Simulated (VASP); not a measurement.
# KZnF3 (P-1) in VASP: single point with PBEsol

Aim: the single point of KZnF3 with PBEsol.

Program: VASP 6.6.1. These are calculated values, not measurements. Logs are shortened: lines on timing, memory, paths and dates and some standing lists are left out, and cuts for length are marked.

## 1. The cell of the first run

The typed cell holds 20 atoms: a = 5.731 Å, b = 5.731 Å, c = 8.105 Å, α = 90.01°, β = 90.00°, γ = 90.01°.

## 2. Single point, PBEsol

File INCAR:

```
PREC = Accurate
ENCUT = 600
EDIFF = 1E-6
ISMEAR = -1
SIGMA = 0.05
LREAL = False
LASPH = True
NELM = 120
ALGO = Normal
ISIF = 2
LWAVE = False
LCHARG = False
GGA = PS
NBANDS = 100
GGA_COMPAT = False
```

File KPOINTS:

```
regular mesh
0
Gamma
  4 4 2
```

File POSCAR:

```
KZnF3
1.0
    4.0524261760      4.0519073250      0.0000366033
   -4.0525827933      4.0520632266     -0.0003047745
    0.0003420710     -0.0002674989      8.1048375623
K Zn F
4 4 12
Direct
   -0.0017061567      0.0041726708      0.0011694331
   -0.0017074605      0.0041695852      0.5011638684
    0.4982956189      0.5041725921      0.0011666413
    0.4982960045      0.5041712427      0.5011666298
    0.4982942607      0.0041732087      0.2511654196
    0.4982906037      0.0041677950      0.7511663068
   -0.0017057271      0.5041727554      0.2511633256
   -0.0017099334      0.5041659426      0.7511634512
    0.4982857180      0.0042624755      0.0011648780
    0.2485517030      0.7539111438      0.2511152868
    0.2480316488      0.2539099528      0.2512144162
    0.4982943562      0.0040658433      0.5011641039
    0.2480555891      0.7543991450      0.7512087264
    0.2485229406      0.2543984041      0.7511102133
   -0.0017067273      0.5040715617      0.0011610233
    0.7480301819      0.2544374781      0.2512077859
    0.7485526036      0.7544346221      0.2511134142
   -0.0017146210      0.5042627205      0.5011634462
    0.7485250264      0.2539296628      0.7511164418
    0.7480551941      0.7539309404      0.7512134206
```

Potentials or basis: VASP PAW PBE potentials, release 64 (K_sv, Zn, F).

On the command line:

```sh
> cat potpaw_PBE.64/K_sv/POTCAR potpaw_PBE.64/Zn/POTCAR potpaw_PBE.64/F/POTCAR > POTCAR
> mpirun -np 1 vasp_std > vasp.out
```

OUTCAR:

```text
PREC = Accurate
   ENCUT = 600
   EDIFF = 1E-6
   ISMEAR = -1
   LREAL = False
   LASPH = True
   NELM = 120
   ISIF = 2
   GGA = PS

 ion  position               nearest neighbor table
   1  0.998  0.004  0.001-
   2  0.998  0.004  0.501-
   3  0.498  0.504  0.001-
   4  0.498  0.504  0.501-
   5  0.498  0.004  0.251-  16 2.03  10 2.03  12 2.03   9 2.03  17 2.03  11 2.03
   6  0.498  0.004  0.751-  19 2.03  13 2.03   9 2.03  12 2.03  14 2.03  20 2.03
   7  0.998  0.504  0.251-  10 2.03  16 2.03  18 2.03  15 2.03  11 2.03  17 2.03
   8  0.998  0.504  0.751-  13 2.03  19 2.03  15 2.03  18 2.03  20 2.03  14 2.03
   9  0.498  0.004  0.001-   6 2.03   5 2.03
  10  0.249  0.754  0.251-   7 2.03   5 2.03
  11  0.248  0.254  0.251-   5 2.03   7 2.03
  12  0.498  0.004  0.501-   5 2.03   6 2.03
  13  0.248  0.754  0.751-   8 2.03   6 2.03
  14  0.249  0.254  0.751-   6 2.03   8 2.03
  15  0.998  0.504  0.001-   8 2.03   7 2.03
  16  0.748  0.254  0.251-   7 2.03   5 2.03
  17  0.749  0.754  0.251-   5 2.03   7 2.03
  18  0.998  0.504  0.501-   8 2.03   7 2.03
  19  0.749  0.254  0.751-   6 2.03   8 2.03
  20  0.748  0.754  0.751-   8 2.03   6 2.03

  LATTYP: Found a base centered monoclinic cell.
 ALAT       =    29.2216979503
 B/A-ratio  =     0.2773271619
 C/A-ratio  =     0.3922294028
 COS(beta)  =    -0.9805776547

  Lattice vectors:

 A1 = (  12.1572496916,  -4.0519516293,  -8.1041914100)
 A2 = (  12.1570930743,   4.0520189223,  -8.1044595812)
 A3 = (  -8.1046668983,  -0.0001115973,   8.1044961845)

Analysis of symmetry for initial positions (statically):
=====================================================================
 Subroutine PRICEL returns:
 Original cell was already a primitive cell.

 Routine SETGRP: Setting up the symmetry group for a
 base centered monoclinic supercell.

 Subroutine GETGRP returns: Found  1 space group operations
 (whereof  1 operations were pure point group operations)
 out of a pool of  4 trial point group operations.

The static configuration has the point symmetry C_1 .

Analysis of symmetry for dynamics (positions and initial velocities):
=====================================================================
 Subroutine PRICEL returns:
 Original cell was already a primitive cell.

 Routine SETGRP: Setting up the symmetry group for a
 base centered monoclinic supercell.

 Subroutine GETGRP returns: Found  1 space group operations
 (whereof  1 operations were pure point group operations)
 out of a pool of  4 trial point group operations.

The dynamic configuration has the point symmetry C_1 .

 Subroutine INISYM returns: Found  1 space group operations
 (whereof  1 operations are pure point group operations),
 and found     1 'primitive' translations

----------------------------------------------------------------------------------------

                                     Primitive cell

  volume of cell :     266.1740

  direct lattice vectors                    reciprocal lattice vectors
     4.052426176  4.051907325  0.000036603     0.123382866  0.123398687 -0.000001135
    -4.052582793  4.052063227 -0.000304775    -0.123378120  0.123393918  0.000009280
     0.000342071 -0.000267499  8.104837562    -0.000005197  0.000004083  0.123383102

  length of vectors
     5.730629187  5.730850180  8.104837574     0.174500910  0.174494182  0.123383103

  position of ions in fractional coordinates (direct lattice)
     0.998293843  0.004172671  0.001169433
     0.998292539  0.004169585  0.501163868
     0.498295619  0.504172592  0.001166641
     0.498296004  0.504171243  0.501166630
     0.498294261  0.004173209  0.251165420
     0.498290604  0.004167795  0.751166307
[... 12 lines left out ...]
     0.748525026  0.253929663  0.751116442
     0.748055194  0.753930940  0.751213421

  ion indices of the primitive-cell ions
   primitive index   ion index
                 1           1
                 2           2
                 3           3
                 4           4
                 5           5
                 6           6
[... 12 lines left out ...]
                19          19
                20          20

----------------------------------------------------------------------------------------

 KPOINTS: regular mesh

Automatic generation of k-mesh.
 Grid dimensions read from file:
 generate k-points for:    4    4    2

 Generating k-lattice:

  Cartesian coordinates                     Fractional coordinates (reciprocal lattice)
     0.030845717  0.030849672 -0.000000284     0.250000000 -0.000000000  0.000000000
    -0.030844530  0.030848480  0.000002320    -0.000000000  0.250000000  0.000000000
    -0.000002598  0.000002041  0.061691551     0.000000000  0.000000000  0.500000000

  Length of vectors
     0.043625228  0.043623545  0.061691551

  Shift w.r.t. Gamma in fractional coordinates (k-lattice)
     0.000000000  0.000000000  0.000000000

 Subroutine IBZKPT returns following result:
 ===========================================

 Found     20 irreducible k-points:

 Following reciprocal coordinates:
            Coordinates               Weight
  0.000000  0.000000  0.000000      1.000000
  0.250000 -0.000000 -0.000000      2.000000
 -0.000000  0.250000  0.000000      2.000000
  0.500000 -0.000000 -0.000000      1.000000
 -0.000000  0.500000  0.000000      1.000000
  0.250000  0.250000  0.000000      2.000000
[... 12 lines left out ...]
 -0.250000  0.250000  0.500000      2.000000
  0.500000  0.500000  0.500000      1.000000
   k-points           NKPTS =     20   k-points in BZ     NKDIM =     20   number of bands    NBANDS=    100
   number of dos      NEDOS =    301   number of ions     NIONS =     20
   total plane-waves  NPLWV = 161280
   dimension x,y,z NGX =    48 NGY =   48 NGZ =   70
   dimension x,y,z NGXF=    96 NGYF=   96 NGZF=  140
   ions per type =               4   4  12
   NGX,Y,Z   is equivalent  to a cutoff of  13.92, 13.92, 14.36 a.u.
   NGXF,Y,Z  is equivalent  to a cutoff of  27.85, 27.85, 28.72 a.u.
 SYSTEM =  unknown system
   PREC   = accura    normal or accurate (medium, high low for compatibility)
   ISTART =      0    job   : 0-new  1-cont  2-samecut
   ICHARG =      2    charge: 1-file 2-atom 10-const
   ISPIN  =      1    spin polarized calculation?
   LNONCOLLINEAR =      F non collinear calculations
   LSORBIT =      F    spin-orbit coupling
   LASPH  =      T    aspherical Exc in radial PAW
   ENCUT  =  600.0 eV  44.10 Ry    6.64 a.u.  11.45 11.45 16.19*2*pi/ulx,y,z
   NELM   =    120;   NELMIN=  2; NELMDL= -5     # of ELM steps
   EDIFF  = 0.1E-05   stopping-criterion for ELM
   LREAL  =      F    real-space projection
   EDIFFG = 0.1E-04   stopping-criterion for IOM
   NSW    =      0    number of steps for IOM
   IBRION =     -1    ionic relax: 0-MD 1-quasi-New 2-CG
   NFREE  =      0    steps in history (QN), initial steepest desc. (CG)
   ISIF   =      2    stress and relaxation
   ISYM   =      2    0-nonsym 1-usesym 2-fastsym
   POTIM  = 0.5000    time-step for ionic-motion
   TEBEG  =    0.0;   TEEND  =   0.0 temperature during run
   PSTRESS=    0.0 pullay stress
   NELECT =     168.0000    total number of electrons
   NUPDOWN=      -1.0000    fix difference up-down
   EMIN   =  10.00;   EMAX   =-10.00  energy-range for DOS
   EFERMI =   0.00;   METHOD = LEGACY
   ISMEAR =    -1;   SIGMA  =   0.05  broadening in eV -4-tet -1-fermi 0-gaus
   EFERMI_NEDOS =   21; number of points for ismear=-14 and -15
   IALGO  =     38    algorithm
   IMIX   =      4    mixing-type and parameters
     AMIX     =   0.40;   BMIX     =  1.00
     AMIX_MAG =   1.60;   BMIX_MAG =  1.00
  volume/ion in A,a.u.               =      13.31        89.81
  Fermi-wavevector in a.u.,A,eV,Ry     =   1.404288  2.653719 26.831008  1.972023
  Thomas-Fermi vector in A             =   2.526864
   LORBIT       =      0    0 simple, 1 ext, 2 COOP (PROOUT), +10 PAW based schemes
   GGA     = PS    functional components
   LHFCALC =     F    Hartree Fock is set to
   AEXX    =    0.0000 exact exchange contribution
   IVDW    =     0    specifies the selected vdW correction
   LEPSILON=     F    determine dielectric tensor
   LRPA    =     F    only Hartree local field effects (RPA)
 non-spin polarized calculation
  energy-cutoff  :      600.00
  volume of cell :      266.17
 maximum number of plane-waves:      8923
 NGX is ok and might be reduce to    48
   NGX = 23   NGY = 23   NGZ = 33

 number of electron     168.0000024 magnetization

 Free energy of the ion-electron system (eV)
  ---------------------------------------------------
  ext. energy  EPLUGINS =         0.00000000
  ---------------------------------------------------
  free energy    TOTEN  =       -85.38600887 eV

  energy without entropy =      -85.38600887  energy(sigma->0) =      -85.38600887

 E-fermi :   0.3309     XC(G=0): -10.1304

 val. band max:       -0.8988372747   @ k =   0.0000   0.0000   0.0000
 cond. band min:       2.7351474551   @ k =   0.0000   0.0000   0.0000
 fundamental gap:      3.6339847298
 Fermi energy:         0.3309025295

 k-point     1 :       0.0000    0.0000    0.0000
  band No.  band energies     occupation
      1     -27.7896      2.00000
      2     -27.7663      2.00000
      3     -27.7497      2.00000
      4     -27.7383      2.00000
      5     -22.3919      2.00000
      6     -22.2304      2.00000
[... 88 lines left out ...]
     95       8.6693      0.00000
     96       9.0694      0.00000

 k-point     2 :       0.2500   -0.0000   -0.0000
  band No.  band energies     occupation
      1     -27.7829      2.00000
      2     -27.7616      2.00000
      3     -27.7547      2.00000
      4     -27.7418      2.00000
      5     -22.3536      2.00000
      6     -22.1840      2.00000
[... 1771 lines left out ...]
     95       8.7901      0.00000
     96       8.7908      0.00000

 k-point    20 :       0.5000    0.5000    0.5000
  band No.  band energies     occupation
      1     -27.7581      2.00000
      2     -27.7580      2.00000
      3     -27.7580      2.00000
      4     -27.7580      2.00000
      5     -22.1417      2.00000
      6     -22.1416      2.00000
[... 88 lines left out ...]
     95       9.1597      0.00000
     96       9.1597      0.00000
 [bands above 96 left out]

------------------------ aborting loop because EDIFF is reached ----------------------------------------

  FORCE on cell =-STRESS in cart. coord.  units (eV):
  Direction    XX          YY          ZZ          XY          YZ          ZX
  --------------------------------------------------------------------------------------
  -------------------------------------------------------------------------------------
  Total        0.3720073      0.3899855      0.3761762     -0.0034710      0.0042839     -0.0052541
  in kB        2.2392181      2.3474342      2.2643120     -0.0208931      0.0257858     -0.0316261
  external PRESSURE =       2.2836548 kB  Pullay stress =       0.0000000 kB

 VOLUME and BASIS-vectors are now :
 -----------------------------------------------------------------------------
  energy-cutoff  :      600.00
  volume of cell :      266.17
      direct lattice vectors                 reciprocal lattice vectors
     4.052426176  4.051907325  0.000036603     0.123382866  0.123398687 -0.000001135
    -4.052582793  4.052063227 -0.000304775    -0.123378120  0.123393918  0.000009280
     0.000342071 -0.000267499  8.104837562    -0.000005197  0.000004083  0.123383102

 POSITION                                       TOTAL-FORCE (eV/Angst)
 -----------------------------------------------------------------------------------
      4.02860      4.06190      0.00951         0.000075     -0.000070      0.000139
      4.02878      4.06175      4.06189         0.000067     -0.000038      0.000292
     -0.02389      4.06199      0.00932         0.000040     -0.000071      0.000189
     -0.02372      4.06185      4.06174         0.000027     -0.000072      0.000240
      2.00247      2.03589      2.03567        -0.000380     -0.000168     -0.000255
      2.00265      2.03571      6.08810        -0.000299     -0.000190     -0.000370
[... 12 lines left out ...]
      2.00453      4.06169      6.08763        -0.000102      0.000084     -0.000000
     -0.02367      6.08583      6.08826         0.000023      0.000204     -0.000040
 -----------------------------------------------------------------------------------
    total drift:                               -0.001153      0.000193     -0.005413

  FREE ENERGIE OF THE ION-ELECTRON SYSTEM (eV)
  ---------------------------------------------------
  free  energy   TOTEN  =       -85.3860088683 eV

  energy  without entropy=      -85.3860088683  energy(sigma->0) =      -85.38600887
```

Wall time 32 min (1 thread of Intel Xeon 8259CL, shared host); peak memory 0.71 GiB.

What came out:

| Property | Result |
| --- | --- |
| Free energy | -85.3860 eV |
| Pressure | 0.2 GPa |
| Band gap on the k mesh | 3.63 eV |

Levels at points of the mesh, in eV from the valence-band top:
```tsv
k point	band 80	band 81	band 82	band 83	band 84	band 85	band 86	band 87	band 88	band 89
(0.00, 0.00, 0.00)	-1.48	-1.48	0.00	0.00	0.00	3.63	6.44	7.93	8.15	8.28
(0.50, 0.00, 0.00)	-1.12	-1.02	-1.02	-0.51	-0.51	5.62	5.62	7.38	7.38	8.87
(0.00, 0.50, 0.00)	-1.12	-1.02	-1.02	-0.51	-0.51	5.62	5.62	7.38	7.38	8.87
(0.50, 0.50, 0.00)	-1.60	-1.49	-1.49	0.00	0.00	6.44	6.44	7.93	7.93	8.15
(0.00, 0.00, 0.50)	-1.48	-0.95	-0.95	0.00	0.00	4.78	4.78	8.07	8.07	8.82
(0.50, 0.00, 0.50)	-1.06	-1.06	-1.06	-1.06	-1.06	6.24	6.24	6.24	6.24	9.66
(0.00, 0.50, 0.50)	-1.06	-1.06	-1.06	-1.06	-1.06	6.24	6.24	6.24	6.24	9.66
(0.50, 0.50, 0.50)	-1.65	-0.64	-0.64	-0.64	-0.64	7.01	7.01	7.01	7.01	8.76
```

Caveat: the PAW data sets were made with another functional, which shifts forces and pressure a little.
